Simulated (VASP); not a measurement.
A run of VASP 6.6.1 is set up as follows.

Contents of INCAR:

```
PREC     = Accurate       # precision mode
ENCUT    = 520            # plane-wave cutoff, eV
EDIFF    = 1E-6           # SCF threshold, eV
ISMEAR   = 0              # smearing method
SIGMA    = 0.05           # smearing width, eV
LREAL    = F              # projectors in reciprocal space
LASPH    = T              # aspherical terms in the spheres
NELM     = 60             # most SCF steps
ALGO     = Normal         # electronic algorithm
ISIF     = 2              # what is computed and relaxed
LWAVE    = F              # write WAVECAR
LCHARG   = F              # write CHGCAR
GGA      = CA             # functional
NBANDS   = 12             # bands
```

The input KPOINTS:

```
regular mesh
0
Gamma
  10 10 10
```

Contents of POSCAR:

```
LiF
1.0
    0.0000000000      1.9636500000      2.1147000000
    1.9636500000      0.0000000000      2.1147000000
    1.9636500000      1.9636500000      0.0000000000
Li F
1 1
Direct
    0.0000000000      0.0000000000      0.0000000000
    0.5000000000      0.5000000000      0.5000000000
```

Potentials or basis: VASP PAW LDA potentials, release 64 (Li_sv, F).

Run with:

```bash
$ cat potpaw_LDA.64/Li_sv/POTCAR potpaw_LDA.64/F/POTCAR > POTCAR
$ mpirun -np 1 vasp_std > vasp.out
```

Question: What does it give for the band gap on the k mesh?

Answer: 8.74 eV, direct.

Caveat: the cell differs from its parent crystal (strain -0.025 along x and y, +0.050 along z). A k mesh can miss the band edges.
